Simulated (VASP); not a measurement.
A run of VASP 6.6.1 is set up as follows.

INCAR

```
SYSTEM = SrO
PREC = Accurate ; ENCUT = 600
EDIFF = 1E-6 ; ISMEAR = 0
SIGMA = 0.02 ; LREAL = Auto
LASPH = .True. ; NELM = 120
ALGO = Normal ; ISIF = 2
LWAVE = .False. ; LCHARG = .True.
GGA = PE ; LELF = .True.
LVHAR = .True. ; NBANDS = 150
GGA_COMPAT = .False.
```

KPOINTS

```
Automatic mesh
0
Gamma
  2 2 2
  0.5 0.5 0.5
```

Contents of POSCAR:

```
SrO
1.0
   -5.1949040411      5.1949040411     -5.1949040411
    5.1949040411      5.1949040411      5.1949040411
    5.1949040411     -5.1949040411     -5.1949040411
Sr O
16 16
Direct
    0.2500000000      0.5000000000      0.7500000000
    0.0000000000      0.7500000000      0.7500000000
    0.5000000000      0.5000000000      0.5000000000
    0.7500000000      0.0000000000      0.7500000000
    0.2500000000      0.7500000000      0.5000000000
    0.5000000000      0.2500000000      0.7500000000
    0.0000000000      0.0000000000      0.5000000000
    0.7500000000      0.5000000000      0.2500000000
    0.5000000000      0.7500000000      0.2500000000
    0.7500000000      0.2500000000      0.5000000000
    0.0000000000      0.5000000000      0.0000000000
    0.2500000000      0.0000000000      0.2500000000
    0.0000000000      0.2500000000      0.2500000000
    0.7500000000      0.7500000000      0.0000000000
    0.5000000000      0.0000000000      0.0000000000
    0.2500000000      0.2500000000      0.0000000000
    0.2500000000      0.7500000000      0.0000000000
    0.0000000000      0.0000000000      0.0000000000
    0.5000000000      0.7500000000      0.7500000000
    0.7500000000      0.2500000000      0.0000000000
    0.2500000000      0.0000000000      0.7500000000
    0.5000000000      0.5000000000      0.0000000000
    0.0000000000      0.2500000000      0.7500000000
    0.7500000000      0.7500000000      0.5000000000
    0.5000000000      0.0000000000      0.5000000000
    0.7500000000      0.5000000000      0.7500000000
    0.0000000000      0.7500000000      0.2500000000
    0.2500000000      0.2500000000      0.5000000000
    0.0000000000      0.5000000000      0.5000000000
    0.7500000000      0.0000000000      0.2500000000
    0.5000000000      0.2500000000      0.2500000000
    0.2500000000      0.5000000000      0.2500000000
```

Potentials or basis: VASP PAW PBE potentials, release 64 (Sr_sv, O).

Launch:

```sh
$ cat potpaw_PBE.64/Sr_sv/POTCAR potpaw_PBE.64/O/POTCAR > POTCAR
$ mpirun -np 1 vasp_std > vasp.out
```

Estimate the band gap on the k mesh.

3.63 eV.

What does it give for the pressure?

0.4 GPa.

A k mesh can miss the band edges. As with any semilocal functional, this PBE gap is likely too small.
